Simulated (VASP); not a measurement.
# Sb (I4/mmm) in VASP: notebook, part 2 of 2

VASP 6.6.1. Earlier steps stand in the parts before.

### Step 5. Single point, r2SCAN

This run uses another cell than the first one, of 27.64 Å³/atom.

POSCAR reads:

```
Sb
1.0
   -1.5895698471      1.5895698471      2.7343517272
    1.5895698471     -1.5895698471      2.7343517272
    1.5895698471      1.5895698471     -2.7343517272
Sb
1
Direct
    0.0000000000      0.0000000000      0.0000000000
```

INCAR.step1 reads:

```
SYSTEM = Sb
PREC = Accurate
ENCUT = 520
ISMEAR = -1
SIGMA = 0.1
LREAL = .False.
LASPH = .True.
NELM = 100
NBANDS = 8
GGA = PE
ALGO = Normal
EDIFF = 1E-4
LWAVE = .True.
LCHARG = .False.
```

INCAR.step2 reads:

```
SYSTEM = Sb
PREC = Accurate
ENCUT = 520
EDIFF = 1E-6
ISMEAR = -1
SIGMA = 0.1
LREAL = .False.
LASPH = .True.
NELM = 100
ALGO = Normal
ISIF = 2
LWAVE = .False.
LCHARG = .False.
METAGGA = R2SCAN
LMIXTAU = .True.
NBANDS = 8
ISTART = 1
```

KPOINTS reads:

```
regular mesh
0
Gamma
  13 13 13
  0 0 0
```

Potentials or basis: VASP PAW PBE potentials, release 64 (Sb).

Started as:

```bash
cat potpaw_PBE.64/Sb/POTCAR > POTCAR
cp INCAR.step1 INCAR
mpirun -np 1 vasp_std > vasp.out
cp INCAR.step2 INCAR
mpirun -np 1 vasp_std > vasp.out
```

OUTCAR:

```text
SYSTEM = Sb
   PREC = Accurate
   ENCUT = 520
   EDIFF = 1E-6
   ISMEAR = -1
   LREAL = .False.
   LASPH = .True.
   NELM = 100
   ISIF = 2
   METAGGA = R2SCAN
   ISTART = 1

 ion  position               nearest neighbor table
   1  0.000  0.000  0.000-

  LATTYP: Found a body centered tetragonal cell.
 ALAT       =     3.1791396942
 C/A-ratio  =     1.7201834397

  Lattice vectors:

 A1 = (  -1.5895698471,   1.5895698471,   2.7343517272)
 A2 = (   1.5895698471,  -1.5895698471,   2.7343517272)
 A3 = (   1.5895698471,   1.5895698471,  -2.7343517272)

Analysis of symmetry for initial positions (statically):
=====================================================================
 Subroutine PRICEL returns:
 Original cell was already a primitive cell.

 Routine SETGRP: Setting up the symmetry group for a
 body centered tetragonal supercell.

 Subroutine GETGRP returns: Found 16 space group operations
 (whereof 16 operations were pure point group operations)
 out of a pool of 16 trial point group operations.

The static configuration has the point symmetry D_4h.

Analysis of symmetry for dynamics (positions and initial velocities):
=====================================================================
 Subroutine PRICEL returns:
 Original cell was already a primitive cell.

 Routine SETGRP: Setting up the symmetry group for a
 body centered tetragonal supercell.

 Subroutine GETGRP returns: Found 16 space group operations
 (whereof 16 operations were pure point group operations)
 out of a pool of 16 trial point group operations.

The dynamic configuration has the point symmetry D_4h.

 Subroutine INISYM returns: Found 16 space group operations
 (whereof 16 operations are pure point group operations),
 and found     1 'primitive' translations

----------------------------------------------------------------------------------------

                                     Primitive cell

  volume of cell :      27.6359

  direct lattice vectors                    reciprocal lattice vectors
    -1.589569847  1.589569847  2.734351727     0.000000000  0.314550506  0.182858699
     1.589569847 -1.589569847  2.734351727     0.314550506  0.000000000  0.182858699
     1.589569847  1.589569847 -2.734351727     0.314550506  0.314550506  0.000000000

  length of vectors
     3.539794339  3.539794339  3.539794339     0.363839697  0.363839697  0.444841592

  position of ions in fractional coordinates (direct lattice)
     0.000000000  0.000000000  0.000000000

  ion indices of the primitive-cell ions
   primitive index   ion index
                 1           1

----------------------------------------------------------------------------------------

 KPOINTS: regular mesh

Automatic generation of k-mesh.
 Grid dimensions read from file:
 generate k-points for:   13   13   13

 Generating k-lattice:

  Cartesian coordinates                     Fractional coordinates (reciprocal lattice)
     0.000000000  0.024196193  0.014066054     0.076923077 -0.000000000  0.000000000
     0.024196193  0.000000000  0.014066054    -0.000000000  0.076923077  0.000000000
     0.024196193  0.024196193  0.000000000     0.000000000  0.000000000  0.076923077

  Length of vectors
     0.027987669  0.027987669  0.034218584

  Shift w.r.t. Gamma in fractional coordinates (k-lattice)
     0.000000000  0.000000000  0.000000000

 Subroutine IBZKPT returns following result:
 ===========================================

 Found    196 irreducible k-points:

 Following reciprocal coordinates:
            Coordinates               Weight
  0.000000  0.000000  0.000000      1.000000
  0.076923  0.000000 -0.000000      8.000000
  0.153846  0.000000  0.000000      8.000000
  0.230769  0.000000  0.000000      8.000000
  0.307692  0.000000  0.000000      8.000000
  0.384615 -0.000000  0.000000      8.000000
[... 16 lines left out ...]
  0.384615  0.153846  0.000000     16.000000
  0.461538  0.153846  0.000000     16.000000
 [... further k-points ...]
   k-points           NKPTS =    196   k-points in BZ     NKDIM =    196   number of bands    NBANDS=      8
   number of dos      NEDOS =    301   number of ions     NIONS =      1
   total plane-waves  NPLWV =  21952
   dimension x,y,z NGX =    28 NGY =   28 NGZ =   28
   dimension x,y,z NGXF=    56 NGYF=   56 NGZF=   56
   ions per type =               1
   NGX,Y,Z   is equivalent  to a cutoff of  13.15, 13.15, 13.15 a.u.
   NGXF,Y,Z  is equivalent  to a cutoff of  26.30, 26.30, 26.30 a.u.
 SYSTEM =  Sb
   PREC   = accura    normal or accurate (medium, high low for compatibility)
   ISTART =      1    job   : 0-new  1-cont  2-samecut
   ICHARG =      0    charge: 1-file 2-atom 10-const
   ISPIN  =      1    spin polarized calculation?
   LNONCOLLINEAR =      F non collinear calculations
   LSORBIT =      F    spin-orbit coupling
   LASPH  =      T    aspherical Exc in radial PAW
   ENCUT  =  520.0 eV  38.22 Ry    6.18 a.u.   6.58  6.58  6.58*2*pi/ulx,y,z
   NELM   =    100;   NELMIN=  2; NELMDL=  0     # of ELM steps
   EDIFF  = 0.1E-05   stopping-criterion for ELM
   LREAL  =      F    real-space projection
   EDIFFG = 0.1E-04   stopping-criterion for IOM
   NSW    =      0    number of steps for IOM
   IBRION =     -1    ionic relax: 0-MD 1-quasi-New 2-CG
   NFREE  =      0    steps in history (QN), initial steepest desc. (CG)
   ISIF   =      2    stress and relaxation
   ISYM   =      2    0-nonsym 1-usesym 2-fastsym
   POTIM  = 0.5000    time-step for ionic-motion
   TEBEG  =    0.0;   TEEND  =   0.0 temperature during run
   PSTRESS=    0.0 pullay stress
   NELECT =       5.0000    total number of electrons
   NUPDOWN=      -1.0000    fix difference up-down
   EMIN   =  10.00;   EMAX   =-10.00  energy-range for DOS
   EFERMI =   0.00;   METHOD = LEGACY
   ISMEAR =    -1;   SIGMA  =   0.10  broadening in eV -4-tet -1-fermi 0-gaus
   EFERMI_NEDOS =   21; number of points for ismear=-14 and -15
   IALGO  =     38    algorithm
   IMIX   =      4    mixing-type and parameters
     AMIX     =   0.40;   BMIX     =  1.00
     AMIX_MAG =   1.60;   BMIX_MAG =  1.00
  volume/ion in A,a.u.               =      27.64       186.50
  Fermi-wavevector in a.u.,A,eV,Ry     =   0.925920  1.749736 11.664662  0.857329
  Thomas-Fermi vector in A             =   2.051827
   LORBIT       =      0    0 simple, 1 ext, 2 COOP (PROOUT), +10 PAW based schemes
   METAGGA = R2SCAN    functional components
   LHFCALC =     F    Hartree Fock is set to
   AEXX    =    0.0000 exact exchange contribution
   IVDW    =     0    specifies the selected vdW correction
   LEPSILON=     F    determine dielectric tensor
   LRPA    =     F    only Hartree local field effects (RPA)
 non-spin polarized calculation
  energy-cutoff  :      520.00
  volume of cell :       27.64
 maximum number of plane-waves:       756
   NGX = 13   NGY = 13   NGZ = 13

 number of electron       5.0000000 magnetization

 Free energy of the ion-electron system (eV)
  ---------------------------------------------------
  ext. energy  EPLUGINS =         0.00000000
  ---------------------------------------------------
  free energy    TOTEN  =       -25.28034832 eV

  energy without entropy =      -25.26079148  energy(sigma->0) =      -25.27056990

 E-fermi :   8.1313     XC(G=0): -10.6639

 val. band max:        8.0974514371   @ k =  -0.2308  -0.3077   0.0769
 cond. band min:       8.1577710229   @ k =   0.4615   0.2308   0.0000
 fundamental gap:      0.0603195858
 Fermi energy:         8.1312881520

 k-point     1 :       0.0000    0.0000    0.0000
  band No.  band energies     occupation
      1      -5.2471      2.00000
      2      12.8183      0.00000
      3      13.6997      0.00000
      4      13.6997      0.00000
      5      17.7716      0.00000
      6      19.2405      0.00000
      7      19.3403      0.00000
      8      19.3403      0.00000
[... 243 lines left out ...]
 k-point    24 :       0.4615    0.1538    0.0000
  band No.  band energies     occupation
      1      -0.8943      2.00000
      2       2.6371      2.00000
      3       9.0753      0.00016
      4      10.8691      0.00000
      5      15.2509      0.00000
      6      16.8875      0.00000
      7      21.1528      0.00000
      8      22.4583      0.00000

 [... further k-points ...]

------------------------ aborting loop because EDIFF is reached ----------------------------------------

  FORCE on cell =-STRESS in cart. coord.  units (eV):
  Direction    XX          YY          ZZ          XY          YZ          ZX
  --------------------------------------------------------------------------------------
  -------------------------------------------------------------------------------------
  Total       -0.1037317     -0.1037317      0.0961043      0.0000000      0.0000000      0.0000000
  in kB       -6.0137927     -6.0137927      5.5715984      0.0000000      0.0000000      0.0000000
  external PRESSURE =      -2.1519957 kB  Pullay stress =       0.0000000 kB

 VOLUME and BASIS-vectors are now :
 -----------------------------------------------------------------------------
  energy-cutoff  :      520.00
  volume of cell :       27.64
      direct lattice vectors                 reciprocal lattice vectors
    -1.589569847  1.589569847  2.734351727     0.000000000  0.314550506  0.182858699
     1.589569847 -1.589569847  2.734351727     0.314550506  0.000000000  0.182858699
     1.589569847  1.589569847 -2.734351727     0.314550506  0.314550506  0.000000000

 POSITION                                       TOTAL-FORCE (eV/Angst)
 -----------------------------------------------------------------------------------
      0.00000      0.00000      0.00000         0.000000      0.000000     -0.000000
 -----------------------------------------------------------------------------------
    total drift:                                0.000000     -0.000000      0.000000

  FREE ENERGIE OF THE ION-ELECTRON SYSTEM (eV)
  ---------------------------------------------------
  free  energy   TOTEN  =       -25.2803483202 eV

  energy  without entropy=      -25.2607914808  energy(sigma->0) =      -25.27056990
```

OUTCAR.step1:

```text
SYSTEM = Sb
   PREC = Accurate
   ENCUT = 520
   ISMEAR = -1
   LREAL = .False.
   LASPH = .True.
[... 481 lines left out ...]
 -----------------------------------------------------------------------------------
      0.00000      0.00000      0.00000        -0.000000      0.000000      0.000000
 -----------------------------------------------------------------------------------
    total drift:                               -0.000000      0.000000      0.000000

  FREE ENERGIE OF THE ION-ELECTRON SYSTEM (eV)
  ---------------------------------------------------
  free  energy   TOTEN  =        -3.8542723341 eV

  energy  without entropy=       -3.8337883952  energy(sigma->0) =       -3.84403036
```

Run time: 62 s. Hardware: 1 thread of Intel Xeon 6975P-C (Granite Rapids), shared host; peak memory 0.19 GiB.

What came out:

```yaml
Free_energy: -25.2803 eV
Pressure: -0.2 GPa
Band_gap_on_the_k_mesh: zero (an odd number of electrons rules out a gap without spin polarisation)
```

Caveat: the PAW data sets were made with another functional, which shifts forces and pressure a little; spin-orbit coupling is left out, which moves the levels of the heavy elements.

### Step 6. The runs side by side

| cell | gap on the mesh (eV) | pressure (GPa) |
| --- | --- | --- |
| a = 3.451 Å, angles 126.6, 126.6, 78.8°, 1 atom | none | 5.2 |
| a = 3.481 Å, angles 126.6, 126.6, 78.8°, 1 atom | none | 3.1 |
| a = 3.511 Å, angles 126.6, 126.6, 78.8°, 1 atom | none | 1.3 |
| a = 3.540 Å, angles 126.6, 126.6, 78.8°, 1 atom | none | -0.2 |

Alike in all rows: task single point; level r2SCAN; potentials or basis VASP PAW PBE potentials, release 64 (Sb); no spin polarisation; k mesh 13 × 13 × 13; cutoff (eV) 520; smearing fermi-dirac 0.1 eV.

Caveats: the PAW data sets were made with another functional, which shifts forces and pressure a little; spin-orbit coupling is left out, which moves the levels of the heavy elements; the cell stands under pressure (at least some runs).

Absolute energies hang on the potentials; compare differences alone.
